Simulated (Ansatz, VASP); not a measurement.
**One calculation of SrO, two programs**

INCAR

```
SYSTEM = SrO
  PREC = Accurate
  ENCUT = 600
  EDIFF = 1E-6
  ISMEAR = -1
  SIGMA = 0.05
  LREAL = .FALSE.
  LASPH = .TRUE.
  NELM = 60
  ALGO = Normal
  ISIF = 3
  LWAVE = .FALSE.
  LCHARG = .FALSE.
  GGA = B5
  ALDAX = 1.0
  AGGAX = 1.0
  AGGAC = 1.0
  ALDAC = 0.0
  IVDW = 12
  VDW_S6 = 1.0
  VDW_S8 = 2.6996
  VDW_A1 = 0.4298
  VDW_A2 = 4.2359
  IBRION = 2
  NSW = 80
  EDIFFG = -0.005
```

File KPOINTS:

```
Automatic mesh
0
G
  9 9 9
  0 0 0
```

POSCAR

```
SrO
1.0
    0.0000000000      2.5663000000      2.5663000000
    2.5663000000      0.0000000000      2.5663000000
    2.5663000000      2.5663000000      0.0000000000
Sr O
1 1
Direct
    0.5000000000      0.5000000000      0.5000000000
    0.0000000000      0.0000000000      0.0000000000
```

The input input.yaml:

```yaml
crystal:
  lattice:
    - [0.0, 2.5663, 2.5663]
    - [2.5663, 0.0, 2.5663]
    - [2.5663, 2.5663, 0.0]
  atoms:
    - { symbol: Sr, position: [0.5, 0.5, 0.5] }
    - { symbol: O, position: [0.0, 0.0, 0.0] }
kpoints:
  mp_grid: { grid: [9, 9, 9] }
scf:
  occupations: { method: fermi_dirac, width: 0.05 }
hamiltonian:
  xc: blyp
  dispersion: d3bj
  pseudopotentials: { kind: all_electron, lapw: { basis_error: 0.001 } }
output:
  forces: true
  stress: true
relax:
  f_tol: 0.005
  max_steps: 60
  cell: {}
```

Alike in both runs: task relaxation of cell and atoms; functional BLYP; dispersion D3(BJ); k mesh 9 × 9 × 9; occupations fermi-dirac, width 0.05 eV; no spin polarisation.

|  | VASP | Ansatz |
| --- | --- | --- |
| version | VASP 6.6.1 | Ansatz 0.2.0 |
| potentials or method | VASP PAW PBE potentials, release 64 (Sr_sv, O), cutoff 600 eV | all-electron LAPW, scalar-relativistic |

```tsv
	VASP	Ansatz	Ansatz less VASP
relaxed volume (Å³/atom)	17.09	16.98	-0.101
relaxed cell length with the largest relative difference (Å)	3.642	3.635	-0.0072
```

VASP's potentials were made for PBE, not for BLYP. Ansatz ran all-electron here, and VASP with PAW potentials.
